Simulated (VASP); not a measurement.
# BaTiO3 (Cm) in VASP: single point with PBE

Aim: the single point of BaTiO3 with PBE.

All numbers are computed with VASP 6.6.1; they aren't measurements. Logs are shortened: lines on timing, memory, paths and dates and some standing lists are left out, and cuts for length are marked.

**1. The cell of the first run**

The structure is monoclinic, space group Cm (No. 8). Conventional cell: a = 5.757 Å, b = 5.726 Å, c = 4.060 Å, α = 90.00°, β = 90.43°, γ = 90.00°. Ba (site symmetry m) has 12 O at 2.78 to 2.98 Å and 8 Ti at 3.43 to 3.64 Å within 3.7 Å. Ti (site symmetry m) has 6 O at 1.87 to 2.21 Å within 2.5 Å. O (site symmetry m) has 2 Ti at 1.96 to 2.10 Å within 2.6 Å. O (site symmetry 1) has 2 Ti at 1.87 to 2.21 Å within 2.5 Å.

**2. Single point, PBE (atom 3 (O) moved +0.175 Å along Cartesian [0 0 1])**

Input file INCAR:

```
PREC = Accurate
ENCUT = 520
EDIFF = 1E-6
ISMEAR = 0
SIGMA = 0.05
LREAL = False
LASPH = True
NELM = 80
ALGO = Normal
ISIF = 2
LWAVE = False
LCHARG = False
GGA = PE
NBANDS = 28
```

Input file KPOINTS:

```
Automatic mesh
0
Gamma
  6 6 6
```

Input file POSCAR:

```
BaTiO3
1.0
    2.8630706910      1.6529946342      2.3563003940
   -2.8630706910      1.6529946342      2.3563003940
    0.0000000000     -3.3059892684      2.3563003940
Ba Ti O
1 1 3
Direct
    0.0049545205      0.0049545205      0.0049545205
    0.5191875227      0.5191875227      0.5191875227
    0.5131501694      0.5131501694      1.0025265867
    0.4883938465      0.9777702638      0.4883938465
    0.9777702638      0.4883938465      0.4883938465
```

Potentials or basis: VASP PAW PBE potentials, release 64 (Ba_sv, Ti_sv, O).

On the command line:

```bash
$ cat potpaw_PBE.64/Ba_sv/POTCAR potpaw_PBE.64/Ti_sv/POTCAR potpaw_PBE.64/O/POTCAR > POTCAR
$ mpirun -np 1 vasp_std > vasp.out
```

OUTCAR:

```text
PREC = Accurate
   ENCUT = 520
   EDIFF = 1E-6
   ISMEAR = 0
   LREAL = False
   LASPH = True
   NELM = 80
   ISIF = 2
   GGA = PE

 ion  position               nearest neighbor table
   1  0.005  0.005  0.005-   4 2.78   5 2.78   3 2.83   3 2.86   3 2.86   4 2.87   5 2.87   5 2.87
                             4 2.87   3 2.93   5 2.98   4 2.98   2 3.43   2 3.48   2 3.48   2 3.48
   2  0.519  0.519  0.519-   4 1.87   5 1.87   3 1.96   3 2.10   4 2.21   5 2.21   1 3.43   1 3.48
                             1 3.48   1 3.48   1 3.54   1 3.54   1 3.54   1 3.64
   3  0.513  0.513  0.003-   2 1.96   2 2.10   1 2.83   1 2.86   1 2.86   1 2.93
   4  0.488  0.978  0.488-   2 1.87   2 2.21   1 2.78   1 2.87   1 2.87   1 2.98
   5  0.978  0.488  0.488-   2 1.87   2 2.21   1 2.78   1 2.87   1 2.87   1 2.98

  LATTYP: Found a trigonal (rhomboedric) cell.
 ALAT       =     4.0597680462
 COS(alpha) =     0.0053009664

  Lattice vectors:

 A1 = (   2.8630706910,   1.6529946342,   2.3563003940)
 A2 = (  -2.8630706910,   1.6529946342,   2.3563003940)
 A3 = (   0.0000000000,  -3.3059892684,   2.3563003940)

Analysis of symmetry for initial positions (statically):
=====================================================================
 Subroutine PRICEL returns:
 Original cell was already a primitive cell.

 Routine SETGRP: Setting up the symmetry group for a
 trigonal (rhombohedral) supercell.

 Subroutine GETGRP returns: Found  2 space group operations
 (whereof  2 operations were pure point group operations)
 out of a pool of 12 trial point group operations.

The static configuration has the point symmetry C_1h.

Analysis of symmetry for dynamics (positions and initial velocities):
=====================================================================
 Subroutine PRICEL returns:
 Original cell was already a primitive cell.

 Routine SETGRP: Setting up the symmetry group for a
 trigonal (rhombohedral) supercell.

 Subroutine GETGRP returns: Found  2 space group operations
 (whereof  2 operations were pure point group operations)
 out of a pool of 12 trial point group operations.

The dynamic configuration has the point symmetry C_1h.

 Subroutine INISYM returns: Found  2 space group operations
 (whereof  2 operations are pure point group operations),
 and found     1 'primitive' translations

----------------------------------------------------------------------------------------

                                     Primitive cell

  volume of cell :      66.9091

  direct lattice vectors                    reciprocal lattice vectors
     2.863070691  1.652994634  2.356300394     0.174637672  0.100827107  0.141464702
    -2.863070691  1.652994634  2.356300394    -0.174637672  0.100827107  0.141464702
     0.000000000 -3.305989268  2.356300394     0.000000000 -0.201654214  0.141464702

  length of vectors
     4.059768046  4.059768046  4.059768046     0.246326377  0.246326377  0.246326377

  position of ions in fractional coordinates (direct lattice)
     0.004954521  0.004954521  0.004954521
     0.519187523  0.519187523  0.519187523
     0.513150169  0.513150169  0.002526587
     0.488393847  0.977770264  0.488393847
     0.977770264  0.488393847  0.488393847

  ion indices of the primitive-cell ions
   primitive index   ion index
                 1           1
                 2           2
                 3           3
                 4           4
                 5           5

----------------------------------------------------------------------------------------

 KPOINTS: Automatic mesh

Automatic generation of k-mesh.
 Grid dimensions read from file:
 generate k-points for:    6    6    6

 Generating k-lattice:

  Cartesian coordinates                     Fractional coordinates (reciprocal lattice)
     0.029106279  0.016804518  0.023577450     0.166666667 -0.000000000  0.000000000
    -0.029106279  0.016804518  0.023577450    -0.000000000  0.166666667  0.000000000
     0.000000000 -0.033609036  0.023577450     0.000000000  0.000000000  0.166666667

  Length of vectors
     0.041054396  0.041054396  0.041054396

  Shift w.r.t. Gamma in fractional coordinates (k-lattice)
     0.000000000  0.000000000  0.000000000

 Subroutine IBZKPT returns following result:
 ===========================================

 Found     68 irreducible k-points:

 Following reciprocal coordinates:
            Coordinates               Weight
  0.000000  0.000000  0.000000      1.000000
  0.166667  0.000000 -0.000000      4.000000
  0.000000  0.000000  0.166667      2.000000
  0.333333  0.000000  0.000000      4.000000
  0.000000  0.000000  0.333333      2.000000
  0.500000  0.000000  0.000000      2.000000
[... 16 lines left out ...]
  0.500000  0.333333  0.000000      4.000000
  0.500000  0.000000 -0.333333      4.000000
 [... further k-points ...]
   k-points           NKPTS =     68   k-points in BZ     NKDIM =     68   number of bands    NBANDS=     28
   number of dos      NEDOS =    301   number of ions     NIONS =      5
   total plane-waves  NPLWV =  27000
   dimension x,y,z NGX =    30 NGY =   30 NGZ =   30
   dimension x,y,z NGXF=    60 NGYF=   60 NGZF=   60
   ions per type =               1   1   3
   NGX,Y,Z   is equivalent  to a cutoff of  12.28, 12.28, 12.28 a.u.
   NGXF,Y,Z  is equivalent  to a cutoff of  24.57, 24.57, 24.57 a.u.
 SYSTEM =  unknown system
   PREC   = accura    normal or accurate (medium, high low for compatibility)
   ISTART =      0    job   : 0-new  1-cont  2-samecut
   ICHARG =      2    charge: 1-file 2-atom 10-const
   ISPIN  =      1    spin polarized calculation?
   LNONCOLLINEAR =      F non collinear calculations
   LSORBIT =      F    spin-orbit coupling
   LASPH  =      T    aspherical Exc in radial PAW
   ENCUT  =  520.0 eV  38.22 Ry    6.18 a.u.   7.55  7.55  7.55*2*pi/ulx,y,z
   NELM   =     80;   NELMIN=  2; NELMDL= -5     # of ELM steps
   EDIFF  = 0.1E-05   stopping-criterion for ELM
   LREAL  =      F    real-space projection
   EDIFFG = 0.1E-04   stopping-criterion for IOM
   NSW    =      0    number of steps for IOM
   IBRION =     -1    ionic relax: 0-MD 1-quasi-New 2-CG
   NFREE  =      0    steps in history (QN), initial steepest desc. (CG)
   ISIF   =      2    stress and relaxation
   ISYM   =      2    0-nonsym 1-usesym 2-fastsym
   POTIM  = 0.5000    time-step for ionic-motion
   TEBEG  =    0.0;   TEEND  =   0.0 temperature during run
   PSTRESS=    0.0 pullay stress
   NELECT =      40.0000    total number of electrons
   NUPDOWN=      -1.0000    fix difference up-down
   EMIN   =  10.00;   EMAX   =-10.00  energy-range for DOS
   EFERMI =   0.00;   METHOD = LEGACY
   ISMEAR =     0;   SIGMA  =   0.05  broadening in eV -4-tet -1-fermi 0-gaus
   EFERMI_NEDOS =   21; number of points for ismear=-14 and -15
   IALGO  =     38    algorithm
   IMIX   =      4    mixing-type and parameters
     AMIX     =   0.40;   BMIX     =  1.00
     AMIX_MAG =   1.60;   BMIX_MAG =  1.00
  volume/ion in A,a.u.               =      13.38        90.31
  Fermi-wavevector in a.u.,A,eV,Ry     =   1.379112  2.606145 25.877617  1.901951
  Thomas-Fermi vector in A             =   2.504112
   LORBIT       =      0    0 simple, 1 ext, 2 COOP (PROOUT), +10 PAW based schemes
   GGA     = PE    functional components
   LHFCALC =     F    Hartree Fock is set to
   AEXX    =    0.0000 exact exchange contribution
   IVDW    =     0    specifies the selected vdW correction
   LEPSILON=     F    determine dielectric tensor
   LRPA    =     F    only Hartree local field effects (RPA)
 non-spin polarized calculation
 Gauss-broadening in eV      SIGMA  =   0.05
  energy-cutoff  :      520.00
  volume of cell :       66.91
 maximum number of plane-waves:      1820
   NGX = 15   NGY = 15   NGZ = 15

 number of electron      40.0000008 magnetization

 Free energy of the ion-electron system (eV)
  ---------------------------------------------------
  ext. energy  EPLUGINS =         0.00000000
  ---------------------------------------------------
  free energy    TOTEN  =       -39.96355807 eV

  energy without entropy =      -39.96355807  energy(sigma->0) =      -39.96355807

 E-fermi :   3.7849     XC(G=0): -11.0150

 val. band max:        3.5188434002   @ k =   0.5000   0.5000   0.5000
 cond. band min:       5.6119753709   @ k =   0.0000   0.0000   0.0000
 fundamental gap:      2.0931319707
 Fermi energy:         3.7848528192

 k-point     1 :       0.0000    0.0000    0.0000
  band No.  band energies     occupation
      1     -52.9853      2.00000
      2     -29.2411      2.00000
      3     -29.2360      2.00000
      4     -29.1871      2.00000
      5     -21.4524      2.00000
      6     -13.2798      2.00000
[... 20 lines left out ...]
     27       8.5237      0.00000
     28      10.3508      0.00000

 k-point     2 :       0.1667    0.0000   -0.0000
  band No.  band energies     occupation
      1     -52.9851      2.00000
      2     -29.2499      2.00000
      3     -29.2376      2.00000
      4     -29.1867      2.00000
      5     -21.4293      2.00000
      6     -13.2834      2.00000
[... 20 lines left out ...]
     27       9.0222      0.00000
     28      10.9880      0.00000

 k-point     3 :       0.0000    0.0000    0.1667
  band No.  band energies     occupation
      1     -52.9851      2.00000
      2     -29.2407      2.00000
      3     -29.2356      2.00000
      4     -29.1980      2.00000
      5     -21.4292      2.00000
      6     -13.3019      2.00000
[... 20 lines left out ...]
     27       8.9895      0.00000
     28      10.9944      0.00000

 k-point     4 :       0.3333    0.0000    0.0000
  band No.  band energies     occupation
      1     -52.9847      2.00000
      2     -29.2709      2.00000
      3     -29.2372      2.00000
      4     -29.1858      2.00000
      5     -21.3822      2.00000
      6     -13.3625      2.00000
[... 20 lines left out ...]
     27      10.1397      0.00000
     28      11.6184      0.00000

 k-point     5 :       0.0000    0.0000    0.3333
  band No.  band energies     occupation
      1     -52.9847      2.00000
      2     -29.2400      2.00000
      3     -29.2348      2.00000
      4     -29.2197      2.00000
      5     -21.3819      2.00000
      6     -13.4023      2.00000
[... 20 lines left out ...]
     27      10.1279      0.00000
     28      11.5948      0.00000

 k-point     6 :       0.5000    0.0000    0.0000
  band No.  band energies     occupation
      1     -52.9845      2.00000
      2     -29.2814      2.00000
      3     -29.2368      2.00000
      4     -29.1854      2.00000
      5     -21.3583      2.00000
      6     -13.4247      2.00000
[... 463 lines left out ...]
      5     -21.3300      2.00000
      6     -13.0949      2.00000
[... 20 lines left out ...]
     27      11.6356      0.00000
     28      11.8631      0.00000

 k-point    22 :      -0.3333   -0.0000   -0.3333
  band No.  band energies     occupation
      1     -52.9841      2.00000
      2     -29.2690      2.00000
      3     -29.2360      2.00000
      4     -29.2179      2.00000
      5     -21.3295      2.00000
      6     -13.1450      2.00000
[... 20 lines left out ...]
     27      11.6067      0.00000
     28      11.8612      0.00000

 k-point    23 :       0.5000    0.3333    0.0000
  band No.  band energies     occupation
      1     -52.9839      2.00000
      2     -29.2798      2.00000
      3     -29.2677      2.00000
      4     -29.1843      2.00000
      5     -21.3118      2.00000
      6     -13.0404      2.00000
[... 20 lines left out ...]
     27      11.4162      0.00000
     28      12.5170      0.00000

 k-point    24 :       0.5000    0.0000   -0.3333
  band No.  band energies     occupation
      1     -52.9839      2.00000
      2     -29.2794      2.00000
      3     -29.2357      2.00000
      4     -29.2173      2.00000
      5     -21.3114      2.00000
      6     -13.0801      2.00000
[... 20 lines left out ...]
     27      11.3655      0.00000
     28      12.5704      0.00000

 [... further k-points ...]

------------------------ aborting loop because EDIFF is reached ----------------------------------------

  FORCE on cell =-STRESS in cart. coord.  units (eV):
  Direction    XX          YY          ZZ          XY          YZ          ZX
  --------------------------------------------------------------------------------------
  -------------------------------------------------------------------------------------
  Total        0.5648372     -0.0698703      0.0743366      0.0000000      0.2955903      0.0000000
  in kB       13.5253489     -1.6730835      1.7800326      0.0000000      7.0780776      0.0000000
  external PRESSURE =       4.5440993 kB  Pullay stress =       0.0000000 kB

 VOLUME and BASIS-vectors are now :
 -----------------------------------------------------------------------------
  energy-cutoff  :      520.00
  volume of cell :       66.91
      direct lattice vectors                 reciprocal lattice vectors
     2.863070691  1.652994634  2.356300394     0.174637672  0.100827107  0.141464702
    -2.863070691  1.652994634  2.356300394    -0.174637672  0.100827107  0.141464702
     0.000000000 -3.305989268  2.356300394     0.000000000 -0.201654214  0.141464702

 POSITION                                       TOTAL-FORCE (eV/Angst)
 -----------------------------------------------------------------------------------
      0.00000      0.00000      0.03502         0.000000     -0.041538      0.084646
      0.00000      0.00000      3.67009         0.000000      0.219260      0.204609
      0.00000      1.68812      2.42423         0.000000      0.206389     -1.054319
     -1.40112      0.80894      4.60553        -0.256586     -0.192056      0.382532
      1.40112      0.80894      4.60553         0.256586     -0.192056      0.382532
 -----------------------------------------------------------------------------------
    total drift:                               -0.000000     -0.000693     -0.000560

  FREE ENERGIE OF THE ION-ELECTRON SYSTEM (eV)
  ---------------------------------------------------
  free  energy   TOTEN  =       -39.9635580705 eV

  energy  without entropy=      -39.9635580705  energy(sigma->0) =      -39.96355807
```

Run time: 73 s. Hardware: 1 thread of Intel Xeon 6975P-C (Granite Rapids), shared host; peak memory 0.25 GiB.

Results:

```
Free energy            : -39.9636 eV
Pressure               : 0.5 GPa
Largest force          : 1.074 eV/Å
Band gap on the k mesh : 2.09 eV (least direct gap 2.45 eV)
```

Forces in eV/Å, atoms in the order of the input:
```
Ba   0.000 -0.042  0.085
Ti   0.000  0.219  0.205
O    0.000  0.206 -1.054
O   -0.257 -0.192  0.383
O    0.257 -0.192  0.383
```

Stress tensor (GPa, compression positive):
```
 1.35  0.00  0.00
 0.00 -0.17  0.71
 0.00  0.71  0.18
```

Caveat: the cell differs from its parent crystal (atom 3 (O) moved +0.175 Å along Cartesian [0 0 1]); spin-orbit coupling is left out, which moves the levels of the heavy elements; forces of over 1 eV/Å act on the atoms, so gaps and moduli don't describe the material at rest.
